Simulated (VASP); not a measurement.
# Ge (I4_1/amd) in VASP: notebook

Ge is run at these levels: PBEsol; tasks: single point.

All numbers are computed with VASP 6.6.1; they aren't measurements. Logs are shortened: lines on timing, memory, paths and dates and some standing lists are left out, and cuts for length are marked.

## (1) The cell of the first run

The structure is tetragonal, space group I4_1/amd (No. 141). Conventional cell: a = 4.491 Å, b = 4.491 Å, c = 4.490 Å, α = 90.00°, β = 90.00°, γ = 90.00°. Within 3.3 Å of Ge (site symmetry -4m2) lie 4 Ge at 2.51 Å.

## (2) Single point, PBEsol

INCAR reads:

```
SYSTEM = Ge
PREC = Accurate ; ENCUT = 520
EDIFF = 1E-7 ; ISMEAR = 0
SIGMA = 0.15 ; LREAL = .False.
LASPH = .True. ; NELM = 60
ALGO = Normal ; ISIF = 2
LWAVE = .False. ; LCHARG = .False.
GGA = PS ; NBANDS = 21
```

KPOINTS reads:

```
regular mesh
0
Gamma
  16 16 16
  0 0 0
```

POSCAR reads:

```
Ge
1.0
    0.0000000000      3.1753468143      2.2449701977
    3.1753468143      0.0000000000      2.2449701977
    3.1753468143      3.1753468143      0.0000000000
Ge
2
Direct
    0.5000000000      0.5000000000      0.5000000000
    0.7500000000      0.7500000000      0.7500000000
```

Potentials or basis: VASP PAW PBE potentials, release 64 (Ge_d).

The run is started by

```
cat potpaw_PBE.64/Ge_d/POTCAR > POTCAR
mpirun -np 1 vasp_std > vasp.out
```

OUTCAR:

```text
SYSTEM = Ge
   PREC = Accurate
   ENCUT = 520
   EDIFF = 1E-7
   ISMEAR = 0
   LREAL = .False.
   LASPH = .True.
   NELM = 60
   ISIF = 2
   GGA = PS

 ion  position               nearest neighbor table
   1  0.500  0.500  0.500-   2 2.51   2 2.51   2 2.51   2 2.51
   2  0.750  0.750  0.750-   1 2.51   1 2.51   1 2.51   1 2.51

  LATTYP: Found a body centered tetragonal cell.
 ALAT       =     4.4906185300
 C/A-ratio  =     0.9998489886

  Lattice vectors:

 A1 = (   0.0000000000,  -3.1753468143,  -2.2449701977)
 A2 = (   0.0000000000,   3.1753468143,  -2.2449701977)
 A3 = (   3.1753468143,   0.0000000000,   2.2449701977)

Analysis of symmetry for initial positions (statically):
=====================================================================
 Subroutine PRICEL returns:
 Original cell was already a primitive cell.

 Routine SETGRP: Setting up the symmetry group for a
 body centered tetragonal supercell.

 Subroutine GETGRP returns: Found 16 space group operations
 (whereof  8 operations were pure point group operations)
 out of a pool of 16 trial point group operations.

The static configuration has the point symmetry D_2d.
 The point group associated with its full space group is D_4h.

Analysis of symmetry for dynamics (positions and initial velocities):
=====================================================================
 Subroutine PRICEL returns:
 Original cell was already a primitive cell.

 Routine SETGRP: Setting up the symmetry group for a
 body centered tetragonal supercell.

 Subroutine GETGRP returns: Found 16 space group operations
 (whereof  8 operations were pure point group operations)
 out of a pool of 16 trial point group operations.

The dynamic configuration has the point symmetry D_2d.
 The point group associated with its full space group is D_4h.

 Subroutine INISYM returns: Found 16 space group operations
 (whereof  8 operations are pure point group operations),
 and found     1 'primitive' translations

----------------------------------------------------------------------------------------

                                     Primitive cell

  volume of cell :      45.2713

  direct lattice vectors                    reciprocal lattice vectors
     0.000000000  3.175346814  2.244970198    -0.157463115  0.157463115  0.222720106
     3.175346814  0.000000000  2.244970198     0.157463115 -0.157463115  0.222720106
     3.175346814  3.175346814  0.000000000     0.157463115  0.157463115 -0.222720106

  length of vectors
     3.888793975  3.888793975  4.490618530     0.314950013  0.314950013  0.314950013

  position of ions in fractional coordinates (direct lattice)
     0.500000000  0.500000000  0.500000000
     0.750000000  0.750000000  0.750000000

  ion indices of the primitive-cell ions
   primitive index   ion index
                 1           1
                 2           2

----------------------------------------------------------------------------------------

 KPOINTS: regular mesh

Automatic generation of k-mesh.
 Grid dimensions read from file:
 generate k-points for:   16   16   16

 Generating k-lattice:

  Cartesian coordinates                     Fractional coordinates (reciprocal lattice)
    -0.009841445  0.009841445  0.013920007     0.062500000  0.000000000  0.000000000
     0.009841445 -0.009841445  0.013920007     0.000000000  0.062500000  0.000000000
     0.009841445  0.009841445 -0.013920007     0.000000000  0.000000000  0.062500000

  Length of vectors
     0.019684376  0.019684376  0.019684376

  Shift w.r.t. Gamma in fractional coordinates (k-lattice)
     0.000000000  0.000000000  0.000000000

 Subroutine IBZKPT returns following result:
 ===========================================

 Found    349 irreducible k-points:

 Following reciprocal coordinates:
            Coordinates               Weight
  0.000000  0.000000  0.000000      1.000000
  0.062500  0.000000  0.000000      8.000000
  0.125000  0.000000  0.000000      8.000000
  0.187500  0.000000  0.000000      8.000000
  0.250000  0.000000  0.000000      8.000000
  0.312500  0.000000  0.000000      8.000000
[... 16 lines left out ...]
 -0.125000  0.062500  0.000000      8.000000
 -0.062500  0.062500  0.000000      4.000000
 [... further k-points ...]
   k-points           NKPTS =    349   k-points in BZ     NKDIM =    349   number of bands    NBANDS=     21
   number of dos      NEDOS =    301   number of ions     NIONS =      2
   total plane-waves  NPLWV =  32400
   dimension x,y,z NGX =    30 NGY =   30 NGZ =   36
   dimension x,y,z NGXF=    60 NGYF=   60 NGZF=   72
   ions per type =               2
   NGX,Y,Z   is equivalent  to a cutoff of  12.82, 12.82, 13.33 a.u.
   NGXF,Y,Z  is equivalent  to a cutoff of  25.65, 25.65, 26.65 a.u.
 SYSTEM =  Ge
   PREC   = accura    normal or accurate (medium, high low for compatibility)
   ISTART =      0    job   : 0-new  1-cont  2-samecut
   ICHARG =      2    charge: 1-file 2-atom 10-const
   ISPIN  =      1    spin polarized calculation?
   LNONCOLLINEAR =      F non collinear calculations
   LSORBIT =      F    spin-orbit coupling
   LASPH  =      T    aspherical Exc in radial PAW
   ENCUT  =  520.0 eV  38.22 Ry    6.18 a.u.   7.23  7.23  8.35*2*pi/ulx,y,z
   NELM   =     60;   NELMIN=  2; NELMDL= -5     # of ELM steps
   EDIFF  = 0.1E-06   stopping-criterion for ELM
   LREAL  =      F    real-space projection
   EDIFFG = 0.1E-05   stopping-criterion for IOM
   NSW    =      0    number of steps for IOM
   IBRION =     -1    ionic relax: 0-MD 1-quasi-New 2-CG
   NFREE  =      0    steps in history (QN), initial steepest desc. (CG)
   ISIF   =      2    stress and relaxation
   ISYM   =      2    0-nonsym 1-usesym 2-fastsym
   POTIM  = 0.5000    time-step for ionic-motion
   TEBEG  =    0.0;   TEEND  =   0.0 temperature during run
   PSTRESS=    0.0 pullay stress
   NELECT =      28.0000    total number of electrons
   NUPDOWN=      -1.0000    fix difference up-down
   EMIN   =  10.00;   EMAX   =-10.00  energy-range for DOS
   EFERMI =   0.00;   METHOD = LEGACY
   ISMEAR =     0;   SIGMA  =   0.15  broadening in eV -4-tet -1-fermi 0-gaus
   EFERMI_NEDOS =   21; number of points for ismear=-14 and -15
   IALGO  =     38    algorithm
   IMIX   =      4    mixing-type and parameters
     AMIX     =   0.40;   BMIX     =  1.00
     AMIX_MAG =   1.60;   BMIX_MAG =  1.00
  volume/ion in A,a.u.               =      22.64       152.75
  Fermi-wavevector in a.u.,A,eV,Ry     =   1.394825  2.635838 26.470653  1.945538
  Thomas-Fermi vector in A             =   2.518337
   LORBIT       =      0    0 simple, 1 ext, 2 COOP (PROOUT), +10 PAW based schemes
   GGA     = PS    functional components
   LHFCALC =     F    Hartree Fock is set to
   AEXX    =    0.0000 exact exchange contribution
   IVDW    =     0    specifies the selected vdW correction
   LEPSILON=     F    determine dielectric tensor
   LRPA    =     F    only Hartree local field effects (RPA)
 non-spin polarized calculation
 Gauss-broadening in eV      SIGMA  =   0.15
  energy-cutoff  :      520.00
  volume of cell :       45.27
 maximum number of plane-waves:      1264
 NGX is ok and might be reduce to    30

 number of electron      27.9999987 magnetization

 Free energy of the ion-electron system (eV)
  ---------------------------------------------------
  ext. energy  EPLUGINS =         0.00000000
  ---------------------------------------------------
  free energy    TOTEN  =        -9.47317051 eV

  energy without entropy =       -9.46676135  energy(sigma->0) =       -9.46996593

 E-fermi :   4.5673     XC(G=0): -10.2588

 val. band max:        4.5490631419   @ k =  -0.4375   0.4375   0.1250
 cond. band min:       4.5763475766   @ k =  -0.4375   0.0000   0.0625
 fundamental gap:      0.0272844347
 Fermi energy:         4.5673491204

 k-point     1 :       0.0000    0.0000    0.0000
  band No.  band energies     occupation
      1     -19.9847      2.00000
      2     -19.9150      2.00000
      3     -19.9026      2.00000
      4     -19.9026      2.00000
      5     -19.8800      2.00000
      6     -19.7889      2.00000
[... 13 lines left out ...]
     20      11.5414      0.00000
     21      13.6447      0.00000

 k-point     2 :       0.0625    0.0000    0.0000
  band No.  band energies     occupation
      1     -19.9844      2.00000
      2     -19.9159      2.00000
      3     -19.9077      2.00000
      4     -19.9000      2.00000
      5     -19.8746      2.00000
      6     -19.7978      2.00000
[... 13 lines left out ...]
     20      11.8420      0.00000
     21      13.1578      0.00000

 k-point     3 :       0.1250    0.0000    0.0000
  band No.  band energies     occupation
      1     -19.9839      2.00000
      2     -19.9170      2.00000
      3     -19.9168      2.00000
      4     -19.8939      2.00000
      5     -19.8649      2.00000
      6     -19.8087      2.00000
[... 13 lines left out ...]
     20      12.2670      0.00000
     21      13.2164      0.00000

 k-point     4 :       0.1875    0.0000    0.0000
  band No.  band energies     occupation
      1     -19.9834      2.00000
      2     -19.9254      2.00000
      3     -19.9169      2.00000
      4     -19.8867      2.00000
      5     -19.8552      2.00000
      6     -19.8184      2.00000
[... 13 lines left out ...]
     20      12.3127      0.00000
     21      14.0768      0.00000

 k-point     5 :       0.2500    0.0000    0.0000
  band No.  band energies     occupation
      1     -19.9830      2.00000
      2     -19.9325      2.00000
      3     -19.9155      2.00000
      4     -19.8798      2.00000
      5     -19.8469      2.00000
      6     -19.8263      2.00000
[... 13 lines left out ...]
     20      13.1630      0.00000
     21      15.0863      0.00000
[... 382 lines left out ...]
     20      12.9182      0.00000
     21      14.4739      0.00000

 k-point    22 :      -0.1875    0.0625    0.0000
  band No.  band energies     occupation
      1     -19.9885      2.00000
      2     -19.9335      2.00000
      3     -19.9206      2.00000
      4     -19.8788      2.00000
      5     -19.8475      2.00000
      6     -19.8260      2.00000
[... 13 lines left out ...]
     20      11.9816      0.00000
     21      13.8307      0.00000

 k-point    23 :      -0.1250    0.0625    0.0000
  band No.  band energies     occupation
      1     -19.9878      2.00000
      2     -19.9262      2.00000
      3     -19.9207      2.00000
      4     -19.8867      2.00000
      5     -19.8558      2.00000
      6     -19.8181      2.00000
[... 13 lines left out ...]
     20      12.0266      0.00000
     21      12.8976      0.00000

 k-point    24 :      -0.0625    0.0625    0.0000
  band No.  band energies     occupation
      1     -19.9864      2.00000
      2     -19.9191      2.00000
      3     -19.9171      2.00000
      4     -19.8942      2.00000
      5     -19.8654      2.00000
      6     -19.8085      2.00000
[... 13 lines left out ...]
     20      12.0775      0.00000
     21      12.4812      0.00000

 [... further k-points ...]

------------------------ aborting loop because EDIFF is reached ----------------------------------------

  FORCE on cell =-STRESS in cart. coord.  units (eV):
  Direction    XX          YY          ZZ          XY          YZ          ZX
  --------------------------------------------------------------------------------------
  -------------------------------------------------------------------------------------
  Total       -1.1946307     -1.1946307      0.9028602      0.0000000      0.0000000      0.0000000
  in kB      -42.2786733    -42.2786733     31.9527464      0.0000000      0.0000000      0.0000000
  external PRESSURE =     -17.5348667 kB  Pullay stress =       0.0000000 kB

 VOLUME and BASIS-vectors are now :
 -----------------------------------------------------------------------------
  energy-cutoff  :      520.00
  volume of cell :       45.27
      direct lattice vectors                 reciprocal lattice vectors
     0.000000000  3.175346814  2.244970198    -0.157463115  0.157463115  0.222720106
     3.175346814  0.000000000  2.244970198     0.157463115 -0.157463115  0.222720106
     3.175346814  3.175346814  0.000000000     0.157463115  0.157463115 -0.222720106

 POSITION                                       TOTAL-FORCE (eV/Angst)
 -----------------------------------------------------------------------------------
      3.17535      3.17535      2.24497        -0.000000     -0.000000     -0.000000
      4.76302      4.76302      3.36746         0.000000      0.000000      0.000000
 -----------------------------------------------------------------------------------
    total drift:                                0.000000     -0.000000     -0.000000

  FREE ENERGIE OF THE ION-ELECTRON SYSTEM (eV)
  ---------------------------------------------------
  free  energy   TOTEN  =        -9.4731705138 eV

  energy  without entropy=       -9.4667613483  energy(sigma->0) =       -9.46996593
```

Run time: 11 min. Hardware: 1 thread of Intel Xeon 8259CL, shared host; peak memory 0.38 GiB.

What came out:

```
Free energy            : -9.4732 eV
Pressure               : -1.8 GPa
Band gap on the k mesh : zero (bands 14 and 15 overlap by 2.14 eV)
```

Caveat: the stress differs along the axes, from -4 to 3 GPa; the PAW data sets were made with another functional, which shifts forces and pressure a little.

## (3) Single point, PBEsol

This run uses another cell than the first one, of the same volume but with other edges.

INCAR reads:

```
PREC = Accurate ; ENCUT = 520
EDIFF = 1E-6 ; ISMEAR = 0
SIGMA = 0.15 ; LREAL = False
LASPH = True ; NELM = 60
ALGO = Normal ; ISIF = 2
LWAVE = False ; LCHARG = True
GGA = PS ; LELF = True
LVHAR = True ; NBANDS = 21
```

KPOINTS reads:

```
regular mesh
0
Gamma
  16 16 16
```

POSCAR reads:

```
Ge
1.0
    0.0000000000      2.5202744367      3.5636680535
    2.5202744367      0.0000000000      3.5636680535
    2.5202744367      2.5202744367      0.0000000000
Ge
2
Direct
    0.5000000000      0.5000000000      0.5000000000
    0.7500000000      0.7500000000      0.7500000000
```

Potentials or basis: VASP PAW PBE potentials, release 64 (Ge_d).

The run is started by

```
cat potpaw_PBE.64/Ge_d/POTCAR > POTCAR
mpirun -np 1 vasp_std > vasp.out
```

Run time: 6.3 min. Hardware: 1 thread of Intel Xeon 8259CL, shared host; peak memory 0.37 GiB.

The run converged. Its results:

```
Free energy            : -9.1092 eV
Pressure               : 0.7 GPa
Band gap on the k mesh : zero (bands 14 and 15 overlap by 1.62 eV)
```

Stress tensor (GPa, compression positive):
```
 5.34  0.00  0.00
 0.00  5.34  0.00
 0.00  0.00 -8.62
```

Levels at points of the mesh, in eV from the Fermi level:
| k point | band 10 | band 11 | band 12 | band 13 | band 14 | band 15 | band 16 | band 17 | band 18 | band 19 |
| --- | --- | --- | --- | --- | --- | --- | --- | --- | --- | --- |
| (0.00, 0.00, 0.00) | -24.62 | -12.69 | -2.37 | -1.70 | 1.26 | 1.26 | 2.59 | 2.59 | 4.04 | 6.49 |
| (0.50, 0.00, 0.00) | -24.58 | -10.47 | -7.57 | -2.94 | -1.51 | 0.67 | 4.79 | 4.89 | 7.23 | 8.45 |
| (0.50, 0.50, 0.00) | -24.55 | -9.92 | -9.92 | -1.07 | -1.07 | 2.79 | 2.79 | 8.46 | 8.46 | 9.04 |
| (0.50, 0.00, 0.50) | -24.64 | -8.12 | -8.12 | -3.47 | -3.47 | -0.12 | -0.12 | 6.22 | 6.22 | 7.70 |

Caveat: the stress differs along the axes, from -9 to 5 GPa; the PAW data sets were made with another functional, which shifts forces and pressure a little.

## (4) Single point, PBEsol

This run uses another cell than the first one, of the same volume but with other edges.

INCAR reads:

```
PREC = Accurate
ENCUT = 520
EDIFF = 1E-7
ISMEAR = 0
SIGMA = 0.15
LREAL = F
LASPH = T
NELM = 60
ALGO = Normal
ISIF = 2
LWAVE = F
LCHARG = T
GGA = PS
LELF = T
LVHAR = T
NBANDS = 21
```

KPOINTS reads:

```
Automatic mesh
0
Gamma
  16 16 16
```

POSCAR reads:

```
Ge
1.0
    0.0000000000      2.9862396827      2.5383037303
    2.9862396827      0.0000000000      2.5383037303
    2.9862396827      2.9862396827      0.0000000000
Ge
2
Direct
    0.5000000000      0.5000000000      0.5000000000
    0.7500000000      0.7500000000      0.7500000000
```

The run is started by

```
cat potpaw_PBE.64/Ge_d/POTCAR > POTCAR
mpirun -np 1 vasp_std > vasp.out
```

Wall time 9 min (1 thread of Intel Xeon 8259CL, shared host); peak memory 0.37 GiB.

It converged, with:

```yaml
Free_energy: -9.7402 eV
Pressure: 0.2 GPa
Band_gap_on_the_k_mesh: zero (bands 14 and 15 overlap by 0.86 eV)
```

Stress tensor (GPa, compression positive):
```
-2.22  0.00  0.00
 0.00 -2.22  0.00
 0.00  0.00  4.93
```

Levels at points of the mesh, in eV from the Fermi level:
| k point | band 11 | band 12 | band 13 | band 14 | band 15 | band 16 | band 17 | band 18 |
| --- | --- | --- | --- | --- | --- | --- | --- | --- |
| (0.00, 0.00, 0.00) | -12.68 | -0.27 | -0.27 | -0.12 | 0.79 | 2.23 | 3.02 | 3.02 |
| (0.50, 0.00, 0.00) | -10.55 | -7.52 | -1.94 | -0.70 | -0.17 | 3.31 | 4.67 | 7.41 |
| (0.50, 0.50, 0.00) | -8.29 | -8.29 | -3.68 | -3.68 | 0.01 | 0.01 | 9.57 | 9.57 |
| (0.50, 0.00, 0.50) | -9.04 | -9.04 | -2.51 | -2.51 | 1.24 | 1.24 | 8.45 | 8.45 |

Caveat: the stress differs along the axes, from -2 to 5 GPa; the PAW data sets were made with another functional, which shifts forces and pressure a little.

(Continued in part 2 of 2.)

The gap in the log of VASP goes by the Fermi energy; the results here count the filled bands.